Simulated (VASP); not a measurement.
# Y (P6_3/mmc) in VASP: single point with r2SCAN

Aim: the single point of Y with r2SCAN.

Program: VASP 6.6.1. These are calculated values, not measurements. Logs are shortened: lines on timing, memory, paths and dates and some standing lists are left out, and cuts for length are marked.

**1. The cell of the first run**

It takes space group P6_3/mmc (No. 194, hexagonal). The conventional cell has a = 3.681 Å, b = 3.681 Å, c = 5.721 Å, α = 90.00°, β = 90.00°, γ = 120.00°. Within 4.7 Å of Y (site symmetry -6m2) lie 12 Y at 3.56 to 3.68 Å.

**2. Single point, r2SCAN**

The input, POSCAR:

```
Y
1.0
    3.6808463851      0.0000000000      0.0000000000
   -1.8404231926      3.1877064770      0.0000000000
    0.0000000000      0.0000000000      5.7206466204
Y
2
Direct
    0.3333333333      0.6666666667      0.2500000000
    0.6666666667      0.3333333333      0.7500000000
```

The input, INCAR.step1:

```
SYSTEM = Y
PREC     = Accurate       ! precision mode
ENCUT    = 520            ! plane-wave cutoff, eV
ISMEAR   = -1             ! smearing method
SIGMA    = 0.1            ! smearing width, eV
LREAL    = .False.        ! projectors in reciprocal space
LASPH    = .True.         ! aspherical terms in the spheres
NELM     = 60             ! most SCF steps
NBANDS   = 18             ! bands
GGA      = PE             ! functional
ALGO     = Normal         ! electronic algorithm
EDIFF    = 1E-4           ! SCF threshold, eV
LWAVE    = .True.         ! write WAVECAR
LCHARG   = .False.        ! write CHGCAR
```

The input, INCAR.step2:

```
SYSTEM = Y
PREC     = Accurate       ! precision mode
ENCUT    = 520            ! plane-wave cutoff, eV
EDIFF    = 1E-6           ! SCF threshold, eV
ISMEAR   = -1             ! smearing method
SIGMA    = 0.1            ! smearing width, eV
LREAL    = .False.        ! projectors in reciprocal space
LASPH    = .True.         ! aspherical terms in the spheres
NELM     = 60             ! most SCF steps
ALGO     = Normal         ! electronic algorithm
ISIF     = 2              ! what is computed and relaxed
LWAVE    = .False.        ! write WAVECAR
LCHARG   = .False.        ! write CHGCAR
METAGGA  = R2SCAN         ! meta-GGA
LMIXTAU  = .True.       
NBANDS   = 18             ! bands
ISTART   = 1
```

The input, KPOINTS:

```
Automatic mesh
0
Gamma
  16 16 9
  0 0 0
```

Potentials or basis: VASP PAW PBE potentials, release 64 (Y_sv).

Started as:

```bash
cat potpaw_PBE.64/Y_sv/POTCAR > POTCAR
cp INCAR.step1 INCAR
mpirun -np 1 vasp_std > vasp.out
cp INCAR.step2 INCAR
mpirun -np 1 vasp_std > vasp.out
```

OUTCAR:

```text
SYSTEM = Y
   PREC = Accurate
   ENCUT = 520
   EDIFF = 1E-6
   ISMEAR = -1
   LREAL = .False.
   LASPH = .True.
   NELM = 60
   ISIF = 2
   METAGGA = R2SCAN
   ISTART = 1

 ion  position               nearest neighbor table
   1  0.333  0.667  0.250-   2 3.56   2 3.56   2 3.56   2 3.56   2 3.56   2 3.56
   2  0.667  0.333  0.750-   1 3.56   1 3.56   1 3.56   1 3.56   1 3.56   1 3.56

  LATTYP: Found a hexagonal cell.
 ALAT       =     3.6808463851
 C/A-ratio  =     1.5541660862

  Lattice vectors:

 A1 = (   3.6808463851,   0.0000000000,   0.0000000000)
 A2 = (  -1.8404231926,   3.1877064770,   0.0000000000)
 A3 = (   0.0000000000,   0.0000000000,   5.7206466204)

Analysis of symmetry for initial positions (statically):
=====================================================================
 Subroutine PRICEL returns:
 Original cell was already a primitive cell.

 Routine SETGRP: Setting up the symmetry group for a
 hexagonal supercell.

 Subroutine GETGRP returns: Found 24 space group operations
 (whereof 12 operations were pure point group operations)
 out of a pool of 24 trial point group operations.

The static configuration has the point symmetry D_3d.
 The point group associated with its full space group is D_6h.

Analysis of symmetry for dynamics (positions and initial velocities):
=====================================================================
 Subroutine PRICEL returns:
 Original cell was already a primitive cell.

 Routine SETGRP: Setting up the symmetry group for a
 hexagonal supercell.

 Subroutine GETGRP returns: Found 24 space group operations
 (whereof 12 operations were pure point group operations)
 out of a pool of 24 trial point group operations.

The dynamic configuration has the point symmetry D_3d.
 The point group associated with its full space group is D_6h.

 Subroutine INISYM returns: Found 24 space group operations
 (whereof 12 operations are pure point group operations),
 and found     1 'primitive' translations

----------------------------------------------------------------------------------------

                                     Primitive cell

  volume of cell :      67.1230

  direct lattice vectors                    reciprocal lattice vectors
     3.680846385  0.000000000  0.000000000     0.271676646  0.156852585  0.000000000
    -1.840423193  3.187706477  0.000000000     0.000000000  0.313705169  0.000000000
     0.000000000  0.000000000  5.720646620     0.000000000  0.000000000  0.174805414

  length of vectors
     3.680846385  3.680846385  5.720646620     0.313705169  0.313705169  0.174805414

  position of ions in fractional coordinates (direct lattice)
     0.333333333  0.666666667  0.250000000
     0.666666667  0.333333333  0.750000000

  ion indices of the primitive-cell ions
   primitive index   ion index
                 1           1
                 2           2

----------------------------------------------------------------------------------------

 KPOINTS: Automatic mesh

Automatic generation of k-mesh.
 Grid dimensions read from file:
 generate k-points for:   16   16    9

 Generating k-lattice:

  Cartesian coordinates                     Fractional coordinates (reciprocal lattice)
     0.016979790  0.009803287  0.000000000     0.062500000  0.000000000  0.000000000
     0.000000000  0.019606573  0.000000000     0.000000000  0.062500000  0.000000000
     0.000000000  0.000000000  0.019422824     0.000000000  0.000000000  0.111111111

  Length of vectors
     0.019606573  0.019606573  0.019422824

  Shift w.r.t. Gamma in fractional coordinates (k-lattice)
     0.000000000  0.000000000  0.000000000

 Subroutine IBZKPT returns following result:
 ===========================================

 Found    150 irreducible k-points:

 Following reciprocal coordinates:
            Coordinates               Weight
  0.000000  0.000000  0.000000      1.000000
  0.062500  0.000000  0.000000      6.000000
  0.125000  0.000000  0.000000      6.000000
  0.187500 -0.000000  0.000000      6.000000
  0.250000  0.000000  0.000000      6.000000
  0.312500  0.000000  0.000000      6.000000
[... 16 lines left out ...]
  0.187500  0.187500  0.000000      6.000000
  0.250000  0.187500  0.000000     12.000000
 [... further k-points ...]
   k-points           NKPTS =    150   k-points in BZ     NKDIM =    150   number of bands    NBANDS=     18
   number of dos      NEDOS =    301   number of ions     NIONS =      2
   total plane-waves  NPLWV =  37632
   dimension x,y,z NGX =    28 NGY =   28 NGZ =   48
   dimension x,y,z NGXF=    56 NGYF=   56 NGZF=   96
   ions per type =               2
   NGX,Y,Z   is equivalent  to a cutoff of  12.65, 12.65, 13.95 a.u.
   NGXF,Y,Z  is equivalent  to a cutoff of  25.29, 25.29, 27.90 a.u.
 SYSTEM =  Y
   PREC   = accura    normal or accurate (medium, high low for compatibility)
   ISTART =      1    job   : 0-new  1-cont  2-samecut
   ICHARG =      0    charge: 1-file 2-atom 10-const
   ISPIN  =      1    spin polarized calculation?
   LNONCOLLINEAR =      F non collinear calculations
   LSORBIT =      F    spin-orbit coupling
   LASPH  =      T    aspherical Exc in radial PAW
   ENCUT  =  520.0 eV  38.22 Ry    6.18 a.u.   6.84  6.84 10.64*2*pi/ulx,y,z
   NELM   =     60;   NELMIN=  2; NELMDL=  0     # of ELM steps
   EDIFF  = 0.1E-05   stopping-criterion for ELM
   LREAL  =      F    real-space projection
   EDIFFG = 0.1E-04   stopping-criterion for IOM
   NSW    =      0    number of steps for IOM
   IBRION =     -1    ionic relax: 0-MD 1-quasi-New 2-CG
   NFREE  =      0    steps in history (QN), initial steepest desc. (CG)
   ISIF   =      2    stress and relaxation
   ISYM   =      2    0-nonsym 1-usesym 2-fastsym
   POTIM  = 0.5000    time-step for ionic-motion
   TEBEG  =    0.0;   TEEND  =   0.0 temperature during run
   PSTRESS=    0.0 pullay stress
   NELECT =      22.0000    total number of electrons
   NUPDOWN=      -1.0000    fix difference up-down
   EMIN   =  10.00;   EMAX   =-10.00  energy-range for DOS
   EFERMI =   0.00;   METHOD = LEGACY
   ISMEAR =    -1;   SIGMA  =   0.10  broadening in eV -4-tet -1-fermi 0-gaus
   EFERMI_NEDOS =   21; number of points for ismear=-14 and -15
   IALGO  =     38    algorithm
   IMIX   =      4    mixing-type and parameters
     AMIX     =   0.40;   BMIX     =  1.00
     AMIX_MAG =   1.60;   BMIX_MAG =  1.00
  volume/ion in A,a.u.               =      33.56       226.48
  Fermi-wavevector in a.u.,A,eV,Ry     =   1.128735  2.133000 17.334405  1.274043
  Thomas-Fermi vector in A             =   2.265426
   LORBIT       =      0    0 simple, 1 ext, 2 COOP (PROOUT), +10 PAW based schemes
   METAGGA = R2SCAN    functional components
   LHFCALC =     F    Hartree Fock is set to
   AEXX    =    0.0000 exact exchange contribution
   IVDW    =     0    specifies the selected vdW correction
   LEPSILON=     F    determine dielectric tensor
   LRPA    =     F    only Hartree local field effects (RPA)
 non-spin polarized calculation
  energy-cutoff  :      520.00
  volume of cell :       67.12
 maximum number of plane-waves:      1834
 NGX is ok and might be reduce to    28
   NGX = 13   NGY = 13   NGZ = 21

 number of electron      22.0000000 magnetization

 Free energy of the ion-electron system (eV)
  ---------------------------------------------------
  ext. energy  EPLUGINS =         0.00000000
  ---------------------------------------------------
  free energy    TOTEN  =       -40.60259078 eV

  energy without entropy =      -40.48652897  energy(sigma->0) =      -40.54455987

 E-fermi :   2.9243     XC(G=0):  -9.9800

 val. band max:        2.9241813605   @ k =   0.1250   0.1250   0.1111
 cond. band min:       2.9275788708   @ k =   0.2500   0.0000   0.3333
 fundamental gap:      0.0033975103
 Fermi energy:         2.9242615286

 k-point     1 :       0.0000    0.0000    0.0000
  band No.  band energies     occupation
      1     -41.3033      2.00000
      2     -41.2280      2.00000
      3     -20.9288      2.00000
      4     -20.4502      2.00000
      5     -20.4502      2.00000
      6     -20.3608      2.00000
[... 10 lines left out ...]
     17       5.9630      0.00000
     18       5.9630      0.00000

 k-point     2 :       0.0625    0.0000    0.0000
  band No.  band energies     occupation
      1     -41.3014      2.00000
      2     -41.2274      2.00000
      3     -20.9219      2.00000
      4     -20.4636      2.00000
      5     -20.4549      2.00000
      6     -20.3750      2.00000
[... 10 lines left out ...]
     17       5.8391      0.00000
     18       5.8765      0.00000

 k-point     3 :       0.1250    0.0000    0.0000
  band No.  band energies     occupation
      1     -41.2959      2.00000
      2     -41.2257      2.00000
      3     -20.9017      2.00000
      4     -20.5021      2.00000
      5     -20.4681      2.00000
      6     -20.4149      2.00000
[... 10 lines left out ...]
     17       5.7482      0.00000
     18       5.8408      0.00000

 k-point     4 :       0.1875   -0.0000    0.0000
  band No.  band energies     occupation
      1     -41.2875      2.00000
      2     -41.2234      2.00000
      3     -20.8698      2.00000
      4     -20.5599      2.00000
      5     -20.4871      2.00000
      6     -20.4732      2.00000
[... 375 lines left out ...]
      4     -20.6902      2.00000
      5     -20.6640      2.00000
      6     -20.5899      2.00000
[... 10 lines left out ...]
     17       8.2058      0.00000
     18       8.5764      0.00000

 k-point    23 :       0.1875    0.1875    0.0000
  band No.  band energies     occupation
      1     -41.2633      2.00000
      2     -41.2190      2.00000
      3     -20.7708      2.00000
      4     -20.6586      2.00000
      5     -20.6547      2.00000
      6     -20.5188      2.00000
[... 10 lines left out ...]
     17       6.9165      0.00000
     18       7.6188      0.00000

 k-point    24 :       0.2500    0.1875    0.0000
  band No.  band energies     occupation
      1     -41.2534      2.00000
      2     -41.2188      2.00000
      3     -20.7258      2.00000
      4     -20.7123      2.00000
      5     -20.6732      2.00000
      6     -20.5521      2.00000
[... 10 lines left out ...]
     17       7.4569      0.00000
     18       8.2026      0.00000

 [... further k-points ...]

------------------------ aborting loop because EDIFF is reached ----------------------------------------

  FORCE on cell =-STRESS in cart. coord.  units (eV):
  Direction    XX          YY          ZZ          XY          YZ          ZX
  --------------------------------------------------------------------------------------
  -------------------------------------------------------------------------------------
  Total       -0.0003224     -0.0003224      0.0109970      0.0000000     -0.0000000     -0.0000000
  in kB       -0.0076964     -0.0076964      0.2624911      0.0000000     -0.0000000     -0.0000000
  external PRESSURE =       0.0823661 kB  Pullay stress =       0.0000000 kB

 VOLUME and BASIS-vectors are now :
 -----------------------------------------------------------------------------
  energy-cutoff  :      520.00
  volume of cell :       67.12
      direct lattice vectors                 reciprocal lattice vectors
     3.680846385  0.000000000  0.000000000     0.271676646  0.156852585  0.000000000
    -1.840423193  3.187706477  0.000000000     0.000000000  0.313705169  0.000000000
     0.000000000  0.000000000  5.720646620     0.000000000  0.000000000  0.174805414

 POSITION                                       TOTAL-FORCE (eV/Angst)
 -----------------------------------------------------------------------------------
     -0.00000      2.12514      1.43016         0.000000      0.000000      0.000000
      1.84042      1.06257      4.29048        -0.000000      0.000000      0.000000
 -----------------------------------------------------------------------------------
    total drift:                               -0.000000      0.000000     -0.000000

  FREE ENERGIE OF THE ION-ELECTRON SYSTEM (eV)
  ---------------------------------------------------
  free  energy   TOTEN  =       -40.6025907801 eV

  energy  without entropy=      -40.4865289660  energy(sigma->0) =      -40.54455987
```

It took 12 min on 1 thread of AMD EPYC 7R43 (Zen 3), shared host; peak memory 0.28 GiB.

What came out:

```
Free energy            : -40.6026 eV
Pressure               : 0.0 GPa
Band gap on the k mesh : zero (bands 11 and 12 overlap by 1.49 eV)
```

Levels at points of the mesh, in eV from the Fermi level:
| k point | band 9 | band 10 | band 11 | band 12 | band 13 | band 14 |
| --- | --- | --- | --- | --- | --- | --- |
| (0.00, 0.00, 0.00) | -4.88 | -1.83 | 0.75 | 1.96 | 1.96 | 2.37 |
| (0.50, 0.00, 0.00) | -1.71 | -1.17 | -0.78 | -0.27 | 1.52 | 1.66 |

Caveat: the PAW data sets were made with another functional, which shifts forces and pressure a little.
